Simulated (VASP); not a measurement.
Runs of VASP 6.6.1 on PF2. The structure is that of space group P6/mmm (No. 191), or close to it. The cells are those of the table. The cell was built from a structure type or drawn by symmetry, and may not be a known phase.

| task | cell | k mesh | cutoff (eV) | gap on the mesh (eV) | pressure (GPa) | relaxed volume (Å³/atom) |
| --- | --- | --- | --- | --- | --- | --- |
| relaxation of cell and atoms | relaxed from a = 3.925, b = 3.925, c = 2.831 Å, angles 90.0, 90.0, 120.0°, 3 atoms | 6 × 6 × 6 | 600 | none | 0.0 | 10.47 |
| single point | a = 3.878, b = 3.878, c = 2.413 Å, angles 90.0, 90.0, 120.0°, 3 atoms | 12 × 12 × 18 | 520 | none | -0.4 | - |
| relaxation of cell and atoms | relaxed from a = 3.874, b = 3.874, c = 2.426 Å, angles 90.0, 90.0, 120.0°, 3 atoms | 12 × 12 × 18 | 600 | none | -0.1 | 10.44 |
| single point | a = 3.925, b = 3.925, c = 2.831 Å, angles 90.0, 90.0, 120.0°, 3 atoms | 6 × 6 × 6 | 520 | none | (a) | - |
| single point | a = 3.874, b = 3.874, c = 2.426 Å, angles 90.0, 90.0, 120.0°, 3 atoms | 6 × 6 × 6 | 520 | none | -0.4 | - |

Alike in all rows: level PBE+D3(BJ); potentials or basis VASP PAW PBE potentials, release 64 (P, F); no spin polarisation; smearing gaussian 0.1 eV.

Q: Fill in the values left out.

A: (a) -10.2.

Caveats: some runs use coarse meshes; an odd number of electrons without spin polarisation forces a metal; a magnetic or distorted state may lie lower; the volume moved by over 15 % at a fixed basis, so the end points are rough (at least some runs).

A gap of «none» marks levels without a gap at the run's occupations.
